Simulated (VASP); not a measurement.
# Ta2N3 (P-3m1) in VASP: relaxation of cell and atoms with r2SCAN

Aim: the relaxation of cell and atoms of Ta2N3 with r2SCAN.

Program: VASP 6.6.1. These are calculated values, not measurements. Logs are shortened: lines on timing, memory, paths and dates and some standing lists are left out, and cuts for length are marked.

## Step 1: The cell of the first run

It takes space group P-3m1 (No. 164, trigonal). Conventional cell: a = 3.402 Å, b = 3.402 Å, c = 5.339 Å, α = 90.00°, β = 90.00°, γ = 120.00°. Within 2.7 Å of Ta (site symmetry 3m) lie 7 N at 2.03 to 2.38 Å. Within 3.1 Å of N (site symmetry -3m) lie 6 Ta at 2.38 Å and 6 N at 2.71 Å. Within 2.8 Å of N (site symmetry 3m) lie 4 Ta at 2.03 to 2.13 Å and 6 N at 2.54 to 2.71 Å.

## Step 2: Relaxation of cell and atoms, r2SCAN

The input, POSCAR:

```
Ta2N3
1.0
    3.4017957423      0.0000000000      0.0000000000
   -1.7008978712      2.9460415313      0.0000000000
    0.0000000000      0.0000000000      5.3390966191
Ta N
2 3
Direct
    0.3333333333      0.6666666667      0.2520633900
    0.6666666667      0.3333333333      0.7479366100
    0.0000000000      0.0000000000      0.0000000000
    0.3333333333      0.6666666667      0.6503925205
    0.6666666667      0.3333333333      0.3496074795
```

The input, INCAR.step1:

```
PREC     = Accurate       # precision mode
ENCUT    = 600            # plane-wave cutoff, eV
ISMEAR   = 0              # smearing method
SIGMA    = 0.1            # smearing width, eV
LREAL    = False          # projectors in reciprocal space
LASPH    = True           # aspherical terms in the spheres
NELM     = 100            # most SCF steps
GGA      = PE             # functional
ALGO     = Normal         # electronic algorithm
EDIFF    = 1E-4           # SCF threshold, eV
LWAVE    = True           # write WAVECAR
LCHARG   = False          # write CHGCAR
```

The input, INCAR.step2:

```
PREC     = Accurate       # precision mode
ENCUT    = 600            # plane-wave cutoff, eV
EDIFF    = 1E-7           # SCF threshold, eV
ISMEAR   = 0              # smearing method
SIGMA    = 0.1            # smearing width, eV
LREAL    = False          # projectors in reciprocal space
LASPH    = True           # aspherical terms in the spheres
NELM     = 100            # most SCF steps
ALGO     = Normal         # electronic algorithm
ISIF     = 3              # what is computed and relaxed
LWAVE    = False          # write WAVECAR
LCHARG   = False          # write CHGCAR
METAGGA  = R2SCAN         # meta-GGA
LMIXTAU  = True         
IBRION   = 2              # ionic algorithm
NSW      = 100            # ionic steps
EDIFFG   = -0.01          # ionic threshold
ISTART   = 1
```

The input, KPOINTS:

```
regular mesh
0
Gamma
  12 12 8
```

Potentials or basis: VASP PAW PBE potentials, release 64 (Ta_pv, N).

Run with:

```bash
> cat potpaw_PBE.64/Ta_pv/POTCAR potpaw_PBE.64/N/POTCAR > POTCAR
> cp INCAR.step1 INCAR
> mpirun -np 1 vasp_std > vasp.out
> cp INCAR.step2 INCAR
> mpirun -np 1 vasp_std > vasp.out
```

OUTCAR:

```text
PREC = Accurate
   ENCUT = 600
   EDIFF = 1E-7
   ISMEAR = 0
   LREAL = False
   LASPH = True
   NELM = 100
   ISIF = 3
   METAGGA = R2SCAN
   IBRION = 2
   NSW = 100
   EDIFFG = -0.01
   ISTART = 1

 ion  position               nearest neighbor table
   1  0.333  0.667  0.252-   5 2.03   5 2.03   5 2.03   4 2.13   3 2.38   3 2.38   3 2.38   2 3.30
                             2 3.30   2 3.30   2 3.33   2 3.33   2 3.33
   2  0.667  0.333  0.748-   4 2.03   4 2.03   4 2.03   5 2.13   3 2.38   3 2.38   3 2.38   1 3.30
                             1 3.30   1 3.30   1 3.33   1 3.33   1 3.33
   3  0.000  0.000  0.000-   1 2.38   2 2.38   2 2.38   1 2.38   2 2.38   1 2.38
   4  0.333  0.667  0.650-   2 2.03   2 2.03   2 2.03   1 2.13
   5  0.667  0.333  0.350-   1 2.03   1 2.03   1 2.03   2 2.13

  LATTYP: Found a hexagonal cell.
 ALAT       =     3.4017957423
 C/A-ratio  =     1.5694935921

  Lattice vectors:

 A1 = (   3.4017957423,   0.0000000000,   0.0000000000)
 A2 = (  -1.7008978712,   2.9460415313,   0.0000000000)
 A3 = (   0.0000000000,   0.0000000000,   5.3390966191)

Analysis of symmetry for initial positions (statically):
=====================================================================
 Subroutine PRICEL returns:
 Original cell was already a primitive cell.

 Routine SETGRP: Setting up the symmetry group for a
 hexagonal supercell.

 Subroutine GETGRP returns: Found 12 space group operations
 (whereof 12 operations were pure point group operations)
 out of a pool of 24 trial point group operations.

The static configuration has the point symmetry D_3d.

Analysis of symmetry for dynamics (positions and initial velocities):
=====================================================================
 Subroutine PRICEL returns:
 Original cell was already a primitive cell.

 Routine SETGRP: Setting up the symmetry group for a
 hexagonal supercell.

 Subroutine GETGRP returns: Found 12 space group operations
 (whereof 12 operations were pure point group operations)
 out of a pool of 24 trial point group operations.

The dynamic configuration has the point symmetry D_3d.

 Subroutine INISYM returns: Found 12 space group operations
 (whereof 12 operations are pure point group operations),
 and found     1 'primitive' translations

----------------------------------------------------------------------------------------

                                     Primitive cell

  volume of cell :      53.5075

  direct lattice vectors                    reciprocal lattice vectors
     3.401795742  0.000000000  0.000000000     0.293962388  0.169719264  0.000000000
    -1.700897871  2.946041531  0.000000000     0.000000000  0.339438528  0.000000000
     0.000000000  0.000000000  5.339096619     0.000000000  0.000000000  0.187297603

  length of vectors
     3.401795742  3.401795742  5.339096619     0.339438528  0.339438528  0.187297603

  position of ions in fractional coordinates (direct lattice)
     0.333333333  0.666666667  0.252063390
     0.666666667  0.333333333  0.747936610
     0.000000000  0.000000000  0.000000000
     0.333333333  0.666666667  0.650392520
     0.666666667  0.333333333  0.349607480

  ion indices of the primitive-cell ions
   primitive index   ion index
                 1           1
                 2           2
                 3           3
                 4           4
                 5           5

----------------------------------------------------------------------------------------

 KPOINTS: regular mesh

Automatic generation of k-mesh.
 Grid dimensions read from file:
 generate k-points for:   12   12    8

 Generating k-lattice:

  Cartesian coordinates                     Fractional coordinates (reciprocal lattice)
     0.024496866  0.014143272  0.000000000     0.083333333  0.000000000  0.000000000
     0.000000000  0.028286544  0.000000000     0.000000000  0.083333333  0.000000000
     0.000000000  0.000000000  0.023412200     0.000000000  0.000000000  0.125000000

  Length of vectors
     0.028286544  0.028286544  0.023412200

  Shift w.r.t. Gamma in fractional coordinates (k-lattice)
     0.000000000  0.000000000  0.000000000

 Subroutine IBZKPT returns following result:
 ===========================================

 Found    131 irreducible k-points:

 Following reciprocal coordinates:
            Coordinates               Weight
  0.000000  0.000000  0.000000      1.000000
  0.083333  0.000000  0.000000      6.000000
  0.166667  0.000000  0.000000      6.000000
  0.250000  0.000000  0.000000      6.000000
  0.333333 -0.000000  0.000000      6.000000
  0.416667 -0.000000  0.000000      6.000000
[... 16 lines left out ...]
  0.166667  0.000000  0.125000      6.000000
  0.000000  0.166667  0.125000      6.000000
 [... further k-points ...]
   k-points           NKPTS =    131   k-points in BZ     NKDIM =    131   number of bands    NBANDS=     22
   number of dos      NEDOS =    301   number of ions     NIONS =      5
   total plane-waves  NPLWV =  37632
   dimension x,y,z NGX =    28 NGY =   28 NGZ =   48
   dimension x,y,z NGXF=    56 NGYF=   56 NGZF=   96
   ions per type =               2   3
   NGX,Y,Z   is equivalent  to a cutoff of  13.68, 13.68, 14.95 a.u.
   NGXF,Y,Z  is equivalent  to a cutoff of  27.37, 27.37, 29.89 a.u.
 SYSTEM =  unknown system
   PREC   = accura    normal or accurate (medium, high low for compatibility)
   ISTART =      1    job   : 0-new  1-cont  2-samecut
   ICHARG =      0    charge: 1-file 2-atom 10-const
   ISPIN  =      1    spin polarized calculation?
   LNONCOLLINEAR =      F non collinear calculations
   LSORBIT =      F    spin-orbit coupling
   LASPH  =      T    aspherical Exc in radial PAW
   ENCUT  =  600.0 eV  44.10 Ry    6.64 a.u.   6.79  6.79 10.66*2*pi/ulx,y,z
   NELM   =    100;   NELMIN=  2; NELMDL=  0     # of ELM steps
   EDIFF  = 0.1E-06   stopping-criterion for ELM
   LREAL  =      F    real-space projection
   EDIFFG = -.1E-01   stopping-criterion for IOM
   NSW    =    100    number of steps for IOM
   IBRION =      2    ionic relax: 0-MD 1-quasi-New 2-CG
   NFREE  =      1    steps in history (QN), initial steepest desc. (CG)
   ISIF   =      3    stress and relaxation
   ISYM   =      2    0-nonsym 1-usesym 2-fastsym
   POTIM  = 0.5000    time-step for ionic-motion
   TEBEG  =    0.0;   TEEND  =   0.0 temperature during run
   PSTRESS=    0.0 pullay stress
   NELECT =      37.0000    total number of electrons
   NUPDOWN=      -1.0000    fix difference up-down
   EMIN   =  10.00;   EMAX   =-10.00  energy-range for DOS
   EFERMI =   0.00;   METHOD = LEGACY
   ISMEAR =     0;   SIGMA  =   0.10  broadening in eV -4-tet -1-fermi 0-gaus
   EFERMI_NEDOS =   21; number of points for ismear=-14 and -15
   IALGO  =     38    algorithm
   IMIX   =      4    mixing-type and parameters
     AMIX     =   0.40;   BMIX     =  1.00
     AMIX_MAG =   1.60;   BMIX_MAG =  1.00
  volume/ion in A,a.u.               =      10.70        72.22
  Fermi-wavevector in a.u.,A,eV,Ry     =   1.447673  2.735705 28.514503  2.095757
  Thomas-Fermi vector in A             =   2.565601
   LORBIT       =      0    0 simple, 1 ext, 2 COOP (PROOUT), +10 PAW based schemes
   METAGGA = R2SCAN    functional components
   LHFCALC =     F    Hartree Fock is set to
   AEXX    =    0.0000 exact exchange contribution
   IVDW    =     0    specifies the selected vdW correction
   LEPSILON=     F    determine dielectric tensor
   LRPA    =     F    only Hartree local field effects (RPA)
 conjugate gradient relaxation of ions
 non-spin polarized calculation
 Gauss-broadening in eV      SIGMA  =   0.10
  energy-cutoff  :      600.00
  volume of cell :       53.51
 maximum number of plane-waves:      1818
   NGX = 13   NGY = 13   NGZ = 21

--------------------------------------- Ionic step        1  -------------------------------------------

 number of electron      37.0000000 magnetization

 Free energy of the ion-electron system (eV)
  ---------------------------------------------------
  ext. energy  EPLUGINS =         0.00000000
  ---------------------------------------------------
  free energy    TOTEN  =      -129.48720681 eV

  energy without entropy =     -129.47712909  energy(sigma->0) =     -129.48216795

------------------------ aborting loop because EDIFF is reached ----------------------------------------

  FORCE on cell =-STRESS in cart. coord.  units (eV):
  Direction    XX          YY          ZZ          XY          YZ          ZX
  --------------------------------------------------------------------------------------
  -------------------------------------------------------------------------------------
  Total        0.6114197      0.6114197      0.8063541     -0.0000000      0.0000000      0.0000000
  in kB       18.3077581     18.3077581     24.1446827     -0.0000000      0.0000000      0.0000000
  external PRESSURE =      20.2533996 kB  Pullay stress =       0.0000000 kB
[... 219 lines left out ...]
  energy  without entropy=     -129.4810356257  energy(sigma->0) =     -129.48649263

--------------------------------------- Ionic step        7  -------------------------------------------

 number of electron      36.9999999 magnetization

 Free energy of the ion-electron system (eV)
  ---------------------------------------------------
  ext. energy  EPLUGINS =         0.00000000
  ---------------------------------------------------
  free energy    TOTEN  =      -129.49196114 eV

  energy without entropy =     -129.48102407  energy(sigma->0) =     -129.48649261

 E-fermi :   8.1342     XC(G=0): -13.5294

 val. band max:        8.1193619836   @ k =   0.3333  -0.0000   0.1250
 cond. band min:       8.1399856265   @ k =   0.4167  -0.0000   0.0000
 fundamental gap:      0.0206236429
 Fermi energy:         8.1341722904

 k-point     1 :       0.0000    0.0000    0.0000
  band No.  band energies     occupation
      1     -29.9691      2.00000
      2     -29.5282      2.00000
      3     -29.5088      2.00000
      4     -29.5088      2.00000
      5     -29.4452      2.00000
      6     -29.4452      2.00000
[... 574 lines left out ...]
      6     -29.4611      2.00000
[... 14 lines left out ...]
     21       8.5493      0.00000
     22      10.1281      0.00000

 [... further k-points ...]

------------------------ aborting loop because EDIFF is reached ----------------------------------------

  FORCE on cell =-STRESS in cart. coord.  units (eV):
  Direction    XX          YY          ZZ          XY          YZ          ZX
  --------------------------------------------------------------------------------------
  -------------------------------------------------------------------------------------
  Total       -0.0323207     -0.0323207     -0.0058508      0.0000000      0.0000000     -0.0000000
  in kB       -0.9615455     -0.9615455     -0.1740633      0.0000000      0.0000000     -0.0000000
  external PRESSURE =      -0.6990514 kB  Pullay stress =       0.0000000 kB
[... 20 lines left out ...]
  FREE ENERGIE OF THE ION-ELECTRON SYSTEM (eV)
  ---------------------------------------------------
  free  energy   TOTEN  =      -129.4919611404 eV

  energy  without entropy=     -129.4810240750  energy(sigma->0) =     -129.48649261

 reached required accuracy - stopping structural energy minimisation
```

Wall time 1.9 h (1 thread of Oxide Virtual Turin-like, shared host); peak memory 0.3 GiB.

Results:

```
Free energy                           : -129.4920 eV
Relaxed volume                        : 10.77 Å³/atom
Relaxed cell                          : a = 3.399 Å, b = 3.399 Å, c = 5.383 Å, α = 90.00°, β = 90.00°, γ = 120.00°
Space group after relaxing (to 0.1 Å) : P-3m1 (No. 164)
Energy gained by relaxing             : 1.0 meV/atom
Ionic steps                           : 7
Pressure after relaxing               : -0.1 GPa
Largest force after relaxing          : 0.004 eV/Å
Band gap on the k mesh                : zero (an odd number of electrons rules out a gap without spin polarisation)
```

Forces on the atoms (eV/Å):
```
Ta   0.000  0.000  0.004
Ta   0.000  0.000 -0.004
N    0.000  0.000  0.000
N    0.000  0.000  0.003
N    0.000  0.000 -0.003
```

Stress tensor (GPa, compression positive):
```
-0.10  0.00  0.00
 0.00 -0.10  0.00
 0.00  0.00 -0.02
```

The path:
```csv
step,energy change (eV),largest force (eV/Å),pressure (GPa),volume (Å³)
1,0.0000,0.1747,2.03,53.51
2,0.0077,0.1750,-4.52,54.56
3,-0.0029,0.0676,-0.29,53.87
4,-0.0041,0.0457,-0.10,53.83
5,-0.0045,0.0438,0.10,53.79
6,-0.0047,0.0123,-0.03,53.84
7,-0.0048,0.0036,-0.07,53.85
```

Final structure:
```
Ta N
1.0
     3.39892    0.00000    0.00000
    -1.69946    2.94355    0.00000
     0.00000    0.00000    5.38281
Ta N
2 3
Direct
  0.33333 0.66667 0.25080
  0.66667 0.33333 0.74920
  0.00000 0.00000 0.00000
  0.33333 0.66667 0.64845
  0.66667 0.33333 0.35155
```

Caveat: the PAW data sets were made with another functional, which shifts forces and pressure a little; spin-orbit coupling is left out, which moves the levels of the heavy elements.

The gap in the log of VASP goes by the Fermi energy; the results here count the filled bands.